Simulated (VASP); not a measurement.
Runs of VASP 6.6.1 on KF (Carobbiite). The structure is cubic, space group Fm-3m (No. 225). Conventional cell: a = 5.318 Å, b = 5.318 Å, c = 5.318 Å, α = 90.00°, β = 90.00°, γ = 90.00°. Within 3.5 Å of K (site symmetry m-3m) lie 6 F at 2.66 Å. F (site symmetry m-3m) has 6 K at 2.66 Å within 3.5 Å. 

```tsv
level	k mesh	smearing	grid for exact exchange (PRECFOCK)	share of exact exchange	screening parameter	gap on the mesh (eV)	pressure (GPa)
r2SCAN	6 × 6 × 6	gaussian 0.01 eV	-	-	-	(c)	0.0
PBEsol	6 × 6 × 6	methfessel-paxton 0.5 eV	-	-	-	6.11	-0.4
PBE-based screened hybrid	4 × 4 × 4	gaussian 0.01 eV	Normal	0.4	0.1 1/Å	10.11	0.5
PBE-based screened hybrid	4 × 4 × 4	gaussian 0.01 eV	Normal	0.05	0.3 1/Å	6.58	1.8
HSE06	4 × 4 × 4	gaussian 0.01 eV	Normal	-	0.2079 1/Å	(b)	1.1
PBEsol	6 × 6 × 6	gaussian 0.01 eV	-	-	-	6.10	-0.2
PBE-based screened hybrid	4 × 4 × 4	gaussian 0.01 eV	Normal	0.3	0.1 1/Å	(a)	0.8
```

Alike in all rows: task single point; potentials or basis VASP PAW PBE potentials, release 64 (K_sv, F); no spin polarisation; cell as given; cutoff (eV) 520.

Problem. Fill in the values left out.

Solution. (a) 9.12; (b) 8.24; (c) 6.91.

Caveats: some runs use coarse meshes; the PAW data sets were made with another functional, which shifts forces and pressure a little.

